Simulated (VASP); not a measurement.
# H3C18N in VASP: a series of runs

Runs on H3C18N. Level: PBE+D3(BJ). Tasks: single point.

Program: VASP 6.6.1. These are calculated values, not measurements. Logs are shortened: lines on timing, memory, paths and dates and some standing lists are left out, and cuts for length are marked.

## 1. The cell of the first run

The cell holds a slab with vacuum, 22 atoms: a = 7.398 Å, b = 7.398 Å, c = 12.000 Å, α = 90.00°, β = 90.00°, γ = 120.00°.

## 2. Single point, PBE+D3(BJ)

The input, INCAR:

```
ALGO = Normal
EDIFF = 1E-7
ENCUT = 520
GGA = PE
ISIF = 2
ISMEAR = 0
IVDW = 12
LASPH = T
LCHARG = F
LREAL = Auto
LWAVE = F
NBANDS = 57
NELM = 100
PREC = Accurate
SIGMA = 0.05
```

The input, KPOINTS:

```
k-points
0
Gamma
  2 2 1
```

The input, POSCAR:

```
H3C18N
1.0
    7.3980000000      0.0000000000      0.0000000000
   -3.6990000000      6.4068560000      0.0000000000
    0.0000000000      0.0000000000     12.0000000000
C N H
18 1 3
Direct
    0.0015352445     -0.0052106681      0.0581501667
    0.2212806389      0.1046561683      0.0583746667
   -0.0007565137      0.3267018956      0.0582530833
    0.2236479196      0.4389408783      0.0583758333
    0.0001897208      0.6624427020      0.0578020833
    0.2227250779      0.7736688635      0.0582603333
    0.3325890167     -0.0065600038      0.0584322500
    0.5569961439      0.1055829880      0.0584115833
    0.3334962596      0.3290406402      0.0584358333
    0.5560415605      0.4403607635      0.0582200000
    0.3349561102      0.6614796712      0.0583601667
    0.5547211170      0.7713941128      0.0582939167
    0.6669053291     -0.0042685523      0.0583669167
    0.8893601250      0.1069465273      0.0583120000
    0.6682407265      0.3280954028      0.0581610833
    0.8880202365      0.4379912706      0.0579685833
    0.6659734277      0.6601723217      0.0579920833
    0.8903269750      0.7723579241      0.0577665833
    0.8373962567      0.6407979202      0.3363305833
    0.8299885380      0.5735850782      0.4118491667
    0.7123113316      0.5323358290      0.2916744167
    0.9663576516      0.6544768604      0.2972079167
```

Potentials or basis: VASP PAW PBE potentials, release 64 (C, N, H).

Launch:

```
$ cat potpaw_PBE.64/C/POTCAR potpaw_PBE.64/N/POTCAR potpaw_PBE.64/H/POTCAR > POTCAR
$ mpirun -np 1 vasp_std > vasp.out
```

OUTCAR:

```text
EDIFF = 1E-7
   ENCUT = 520
   GGA = PE
   ISIF = 2
   ISMEAR = 0
   IVDW = 12
   LASPH = T
   LREAL = Auto
   NELM = 100
   PREC = Accurate
 IVDW          = 12

 ion  position               nearest neighbor table
   1  0.002  0.995  0.058-   2 1.41  18 1.43  14 1.44
   2  0.221  0.105  0.058-   1 1.41   7 1.43   9 1.44
   3  0.999  0.327  0.058-  14 1.41  16 1.43   4 1.44
   4  0.224  0.439  0.058-   9 1.41  11 1.43   3 1.44
   5  0.000  0.662  0.058-  18 1.41   6 1.43  16 1.44
   6  0.223  0.774  0.058-   7 1.41   5 1.43  11 1.44
[... 11 lines left out ...]
  18  0.890  0.772  0.058-   5 1.41   1 1.43  17 1.44
  19  0.837  0.641  0.336-  20 1.02  22 1.02  21 1.02
  20  0.830  0.574  0.412-  19 1.02
  21  0.712  0.532  0.292-  19 1.02
  22  0.966  0.654  0.297-  19 1.02

  LATTYP: Found a hexagonal cell.
 ALAT       =     7.3980000000
 C/A-ratio  =     1.6220600162

  Lattice vectors:

 A1 = (   7.3980000000,   0.0000000000,   0.0000000000)
 A2 = (  -3.6990000000,   6.4068560000,   0.0000000000)
 A3 = (   0.0000000000,   0.0000000000,  12.0000000000)

Analysis of symmetry for initial positions (statically):
=====================================================================
 Subroutine PRICEL returns:
 Original cell was already a primitive cell.

 Routine SETGRP: Setting up the symmetry group for a
 hexagonal supercell.

 Subroutine GETGRP returns: Found  1 space group operations
 (whereof  1 operations were pure point group operations)
 out of a pool of 24 trial point group operations.

The static configuration has the point symmetry C_1 .

Analysis of symmetry for dynamics (positions and initial velocities):
=====================================================================
 Subroutine PRICEL returns:
 Original cell was already a primitive cell.

 Routine SETGRP: Setting up the symmetry group for a
 hexagonal supercell.

 Subroutine GETGRP returns: Found  1 space group operations
 (whereof  1 operations were pure point group operations)
 out of a pool of 24 trial point group operations.

The dynamic configuration has the point symmetry C_1 .

 Subroutine INISYM returns: Found  1 space group operations
 (whereof  1 operations are pure point group operations),
 and found     1 'primitive' translations

----------------------------------------------------------------------------------------

                                     Primitive cell

  volume of cell :     568.7750

  direct lattice vectors                    reciprocal lattice vectors
     7.398000000  0.000000000  0.000000000     0.135171668  0.078041398  0.000000000
    -3.699000000  6.406856000  0.000000000     0.000000000  0.156082796  0.000000000
     0.000000000  0.000000000 12.000000000     0.000000000  0.000000000  0.083333333

  length of vectors
     7.398000000  7.398000054 12.000000000     0.156082797  0.156082796  0.083333333

  position of ions in fractional coordinates (direct lattice)
     0.001535244  0.994789332  0.058150167
     0.221280639  0.104656168  0.058374667
     0.999243486  0.326701896  0.058253083
     0.223647920  0.438940878  0.058375833
     0.000189721  0.662442702  0.057802083
     0.222725078  0.773668863  0.058260333
[... 14 lines left out ...]
     0.712311332  0.532335829  0.291674417
     0.966357652  0.654476860  0.297207917

  ion indices of the primitive-cell ions
   primitive index   ion index
                 1           1
                 2           2
                 3           3
                 4           4
                 5           5
                 6           6
[... 14 lines left out ...]
                21          21
                22          22

----------------------------------------------------------------------------------------

 KPOINTS: k-points

Automatic generation of k-mesh.
 Grid dimensions read from file:
 generate k-points for:    2    2    1

 Generating k-lattice:

  Cartesian coordinates                     Fractional coordinates (reciprocal lattice)
     0.067585834  0.039020699  0.000000000     0.500000000  0.000000000  0.000000000
     0.000000000  0.078041398  0.000000000     0.000000000  0.500000000  0.000000000
     0.000000000  0.000000000  0.083333333     0.000000000  0.000000000  1.000000000

  Length of vectors
     0.078041399  0.078041398  0.083333333

  Shift w.r.t. Gamma in fractional coordinates (k-lattice)
     0.000000000  0.000000000  0.000000000

 Subroutine IBZKPT returns following result:
 ===========================================

 Found      4 irreducible k-points:

 Following reciprocal coordinates:
            Coordinates               Weight
  0.000000  0.000000  0.000000      1.000000
  0.500000  0.000000  0.000000      1.000000
  0.000000  0.500000  0.000000      1.000000
  0.500000  0.500000  0.000000      1.000000
   k-points           NKPTS =      4   k-points in BZ     NKDIM =      4   number of bands    NBANDS=     57
   number of dos      NEDOS =    301   number of ions     NIONS =     22
   total plane-waves  NPLWV = 282240
   dimension x,y,z NGX =    56 NGY =   56 NGZ =   90
   dimension x,y,z NGXF=   112 NGYF=  112 NGZF=  180
   ions per type =              18   1   3
   NGX,Y,Z   is equivalent  to a cutoff of  12.58, 12.58, 12.47 a.u.
   NGXF,Y,Z  is equivalent  to a cutoff of  25.17, 25.17, 24.94 a.u.
 SYSTEM =  unknown system
   PREC   = accura    normal or accurate (medium, high low for compatibility)
   ISTART =      0    job   : 0-new  1-cont  2-samecut
   ICHARG =      2    charge: 1-file 2-atom 10-const
   ISPIN  =      1    spin polarized calculation?
   LNONCOLLINEAR =      F non collinear calculations
   LSORBIT =      F    spin-orbit coupling
   LASPH  =      T    aspherical Exc in radial PAW
   ENCUT  =  520.0 eV  38.22 Ry    6.18 a.u.  13.76 13.76 22.31*2*pi/ulx,y,z
   NELM   =    100;   NELMIN=  2; NELMDL= -5     # of ELM steps
   EDIFF  = 0.1E-06   stopping-criterion for ELM
   LREAL  =      T    real-space projection
   EDIFFG = 0.1E-05   stopping-criterion for IOM
   NSW    =      0    number of steps for IOM
   IBRION =     -1    ionic relax: 0-MD 1-quasi-New 2-CG
   NFREE  =      0    steps in history (QN), initial steepest desc. (CG)
   ISIF   =      2    stress and relaxation
   ISYM   =      2    0-nonsym 1-usesym 2-fastsym
   POTIM  = 0.5000    time-step for ionic-motion
   TEBEG  =    0.0;   TEEND  =   0.0 temperature during run
   PSTRESS=    0.0 pullay stress
   NELECT =      80.0000    total number of electrons
   NUPDOWN=      -1.0000    fix difference up-down
   EMIN   =  10.00;   EMAX   =-10.00  energy-range for DOS
   EFERMI =   0.00;   METHOD = LEGACY
   ISMEAR =     0;   SIGMA  =   0.05  broadening in eV -4-tet -1-fermi 0-gaus
   EFERMI_NEDOS =   21; number of points for ismear=-14 and -15
   IALGO  =     38    algorithm
   IMIX   =      4    mixing-type and parameters
     AMIX     =   0.40;   BMIX     =  1.00
     AMIX_MAG =   1.60;   BMIX_MAG =  1.00
  volume/ion in A,a.u.               =      25.85       174.47
  Fermi-wavevector in a.u.,A,eV,Ry     =   0.851382  1.608879  9.862209  0.724852
  Thomas-Fermi vector in A             =   1.967507
   LORBIT       =      0    0 simple, 1 ext, 2 COOP (PROOUT), +10 PAW based schemes
   GGA     = PE    functional components
   LHFCALC =     F    Hartree Fock is set to
   AEXX    =    0.0000 exact exchange contribution
   IVDW    =    12    specifies the selected vdW correction
   LEPSILON=     F    determine dielectric tensor
   LRPA    =     F    only Hartree local field effects (RPA)
 non-spin polarized calculation
 Gauss-broadening in eV      SIGMA  =   0.05
  energy-cutoff  :      520.00
  volume of cell :      568.78
 maximum number of plane-waves:     15363
 NGX is ok and might be reduce to    56
   NGX = 27   NGY = 27   NGZ = 45

 number of electron      80.0000001 magnetization

 Free energy of the ion-electron system (eV)
  ---------------------------------------------------
  ext. energy  EPLUGINS =         0.00000000
  ---------------------------------------------------
  free energy    TOTEN  =      -185.16860967 eV

  energy without entropy =     -185.16836395  energy(sigma->0) =     -185.16848681

 E-fermi :  -1.6047     XC(G=0):  -4.1962

 val. band max:       -1.7121331443   @ k =   0.0000   0.0000   0.0000
 cond. band min:      -1.4977349901   @ k =   0.0000   0.0000   0.0000
 fundamental gap:      0.2143981541
 Fermi energy:        -1.6047442850

 k-point     1 :       0.0000    0.0000    0.0000
  band No.  band energies     occupation
      1     -21.1277      2.00000
      2     -18.6121      2.00000
      3     -18.6099      2.00000
      4     -18.5710      2.00000
      5     -18.5457      2.00000
      6     -18.4719      2.00000
[... 44 lines left out ...]
     51       3.3907      0.00000
     52       4.5347      0.00000

 k-point     2 :       0.5000    0.0000    0.0000
  band No.  band energies     occupation
      1     -20.4746      2.00000
      2     -20.4729      2.00000
      3     -19.2244      2.00000
      4     -19.1382      2.00000
      5     -18.4028      2.00000
      6     -16.7339      2.00000
[... 44 lines left out ...]
     51       4.0135      0.00000
     52       4.0334      0.00000

 k-point     3 :       0.0000    0.5000    0.0000
  band No.  band energies     occupation
      1     -20.4799      2.00000
      2     -20.4676      2.00000
      3     -19.2240      2.00000
      4     -19.1386      2.00000
      5     -18.4030      2.00000
      6     -16.7331      2.00000
[... 44 lines left out ...]
     51       4.0507      0.00000
     52       4.1785      0.00000

 k-point     4 :       0.5000    0.5000    0.0000
  band No.  band energies     occupation
      1     -20.4794      2.00000
      2     -20.4681      2.00000
      3     -19.2240      2.00000
      4     -19.1387      2.00000
      5     -18.4029      2.00000
      6     -16.7330      2.00000
[... 44 lines left out ...]
     51       4.0537      0.00000
     52       4.1801      0.00000
 [bands above 52 left out]

------------------------ aborting loop because EDIFF is reached ----------------------------------------

 Edisp (eV)   -1.75778

 E8    (eV) :    -0.5335

  FORCE on cell =-STRESS in cart. coord.  units (eV):
  Direction    XX          YY          ZZ          XY          YZ          ZX
  --------------------------------------------------------------------------------------
  -------------------------------------------------------------------------------------
  Total       1.08011     1.06525    -0.21926     0.02549     0.00056    -0.00583
  in kB       3.04256     3.00070    -0.61765     0.07181     0.00158    -0.01642
  external pressure =        1.81 kB  Pullay stress =        0.00 kB

 VOLUME and BASIS-vectors are now :
 -----------------------------------------------------------------------------
  energy-cutoff  :      520.00
  volume of cell :      568.78
      direct lattice vectors                 reciprocal lattice vectors
     7.398000000  0.000000000  0.000000000     0.135171668  0.078041398  0.000000000
    -3.699000000  6.406856000  0.000000000     0.000000000  0.156082796  0.000000000
     0.000000000  0.000000000 12.000000000     0.000000000  0.000000000  0.083333333

 POSITION                                       TOTAL-FORCE (eV/Angst)
 -----------------------------------------------------------------------------------
     -3.66837      6.37347      0.69780        -0.006455      0.000194      0.002446
      1.24991      0.67052      0.70050         0.001143      0.011645      0.000993
      6.18393      2.09313      0.69904         0.006491      0.006378      0.001424
      0.03091      2.81223      0.70051         0.001856     -0.008561      0.002499
     -2.44897      4.24417      0.69362         0.000434     -0.002384      0.004830
     -1.21408      4.95679      0.69912         0.000534     -0.002048      0.002400
[... 14 lines left out ...]
      3.30057      3.41060      3.50009        -0.017312      0.014141     -0.009114
      4.72820      4.19314      3.56650        -0.003479      0.024944     -0.007928
 -----------------------------------------------------------------------------------
    total drift:                               -0.011398      0.010046      0.058246

  FREE ENERGIE OF THE ION-ELECTRON SYSTEM (eV)
  ---------------------------------------------------
  free  energy   TOTEN  =      -186.9263945680 eV

  energy  without entropy=     -186.9261488520  energy(sigma->0) =     -186.92627171
```

Wall time 3.5 min (1 thread of Intel Xeon 6975P-C (Granite Rapids), shared host); peak memory 0.6 GiB.

Results:

| Quantity | Value |
| --- | --- |
| Free energy | -186.9264 eV |
| Largest force | 0.063 eV/Å |
| Band gap on the k mesh | 0.21 eV, direct |
| Dispersion energy per atom | -0.080 eV |

Forces in eV/Å, atoms in the order of the input:
```
C   -0.006  0.000  0.002
C    0.001  0.012  0.001
C    0.006  0.006  0.001
C    0.002 -0.009  0.002
C    0.000 -0.002  0.005
C    0.001 -0.002  0.002
C    0.002  0.001 -0.003
C   -0.006  0.000  0.000
C    0.003 -0.002  0.000
C   -0.002 -0.008 -0.002
C   -0.002 -0.003  0.000
C    0.001  0.003  0.005
C    0.000 -0.005 -0.005
C    0.007 -0.001  0.003
C   -0.014  0.005 -0.001
C    0.004  0.004 -0.001
C    0.006  0.001  0.000
C   -0.002 -0.005  0.000
N    0.032 -0.054 -0.002
H   -0.013  0.018  0.007
H   -0.017  0.014 -0.009
H   -0.003  0.025 -0.008
```

Levels at points of the mesh, in eV from the valence-band top:
| k point | band 38 | band 39 | band 40 | band 41 | band 42 | band 43 |
| --- | --- | --- | --- | --- | --- | --- |
| (0.00, 0.00, 0.00) | -1.75 | 0.00 | 0.00 | 0.21 | 0.22 | 3.04 |
| (0.50, 0.00, 0.00) | -2.52 | -2.25 | -1.74 | 1.78 | 2.59 | 2.59 |
| (0.00, 0.50, 0.00) | -2.52 | -2.26 | -1.74 | 1.78 | 2.58 | 2.60 |
| (0.50, 0.50, 0.00) | -2.52 | -2.26 | -1.74 | 1.78 | 2.58 | 2.60 |

Caveat: the k points lie up to 0.49 Å⁻¹ apart.

## 3. Single point, PBE+D3(BJ)

The input, INCAR:

```
SYSTEM = H3C18N
PREC = Accurate
ENCUT = 520
EDIFF = 1E-7
ISMEAR = 0
SIGMA = 0.05
LREAL = Auto
LASPH = .True.
NELM = 60
ALGO = Normal
ISIF = 2
LWAVE = .False.
LCHARG = .False.
GGA = PE
IVDW = 12
NBANDS = 57
```

The input, KPOINTS:

```
regular mesh
0
Gamma
  2 2 1
  0 0 0
```

The input, POSCAR:

```
H3C18N
1.0
    7.3980000000      0.0000000000      0.0000000000
   -3.6990000000      6.4068560000      0.0000000000
    0.0000000000      0.0000000000     12.0000000000
C N H
18 1 3
Direct
    0.0020691713     -0.0048908544      0.0579320000
    0.2215916155      0.1048490867      0.0582571667
   -0.0000270247      0.3264733904      0.0582750000
    0.2237466181      0.4383994271      0.0583386667
    0.0001819121      0.6619931836      0.0578138333
    0.2235727028      0.7736541917      0.0582509167
    0.3333309042     -0.0067769589      0.0583743333
    0.5571115496      0.1050498091      0.0583989167
    0.3334902055      0.3285981455      0.0583817500
    0.5568847605      0.4403304835      0.0581822500
    0.3354803947      0.6617756041      0.0583085833
    0.5550322179      0.7715999860      0.0581323333
    0.6669161454     -0.0046973118      0.0582525833
    0.8902020880      0.1069310751      0.0581818333
    0.6687747056      0.3283877459      0.0582473333
    0.8883225562      0.4381679563      0.0581016667
    0.6666996755      0.6599519327      0.0577731667
    0.8904473003      0.7718426948      0.0575167500
    0.8369849554      0.6976982158      0.3349861667
    0.8285442659      0.6386094833      0.4130077500
    0.7095777732      0.5868397854      0.2927382500
    0.9633683400      0.7024236224      0.2975482500
```

Potentials or basis: VASP PAW PBE potentials, release 64 (C, N, H).

Launch:

```
$ cat potpaw_PBE.64/C/POTCAR potpaw_PBE.64/N/POTCAR potpaw_PBE.64/H/POTCAR > POTCAR
$ mpirun -np 1 vasp_std > vasp.out
```

Wall time 3.7 min (1 thread of Intel Xeon 6975P-C (Granite Rapids), shared host); peak memory 0.6 GiB.

It converged, with:

```yaml
Free_energy: -186.9275 eV
Largest_force: 0.070 eV/Å
Band_gap_on_the_k_mesh: 0.21 eV, direct
Dispersion_energy_per_atom: -0.080 eV
```

Forces on the atoms (eV/Å):
```
C   -0.007  0.000  0.001
C    0.005  0.010  0.002
C    0.006  0.007  0.002
C    0.000 -0.001  0.001
C    0.002 -0.001  0.003
C    0.001 -0.005 -0.001
C   -0.005  0.003 -0.001
C   -0.003  0.003 -0.002
C    0.003  0.000 -0.001
C   -0.003 -0.008 -0.001
C    0.001 -0.005  0.001
C    0.002  0.003  0.004
C    0.002 -0.005 -0.006
C    0.003 -0.002  0.007
C   -0.014  0.005  0.000
C    0.003  0.003  0.001
C    0.006  0.003  0.002
C   -0.002 -0.006  0.000
N    0.032 -0.062 -0.002
H   -0.011  0.019  0.004
H   -0.015  0.016 -0.007
H   -0.004  0.023 -0.007
```

Levels at points of the mesh, in eV from the valence-band top:
```
           k point  band 36  band 37  band 38  band 39  band 40  band 41  band 42  band 43  band 44  band 45
(0.00, 0.00, 0.00)    -2.94    -2.93    -1.78    -0.01     0.00     0.21     0.22     3.02     4.20     4.83
(0.50, 0.00, 0.00)    -2.57    -2.53    -2.52    -2.25    -1.77     1.78     2.59     2.60     2.65     2.66
(0.00, 0.50, 0.00)    -2.57    -2.54    -2.52    -2.25    -1.77     1.78     2.58     2.59     2.65     2.67
(0.50, 0.50, 0.00)    -2.57    -2.54    -2.52    -2.26    -1.77     1.78     2.58     2.59     2.66     2.67
```

Caveat: the k points lie up to 0.49 Å⁻¹ apart.

[end of part 1 of 2]
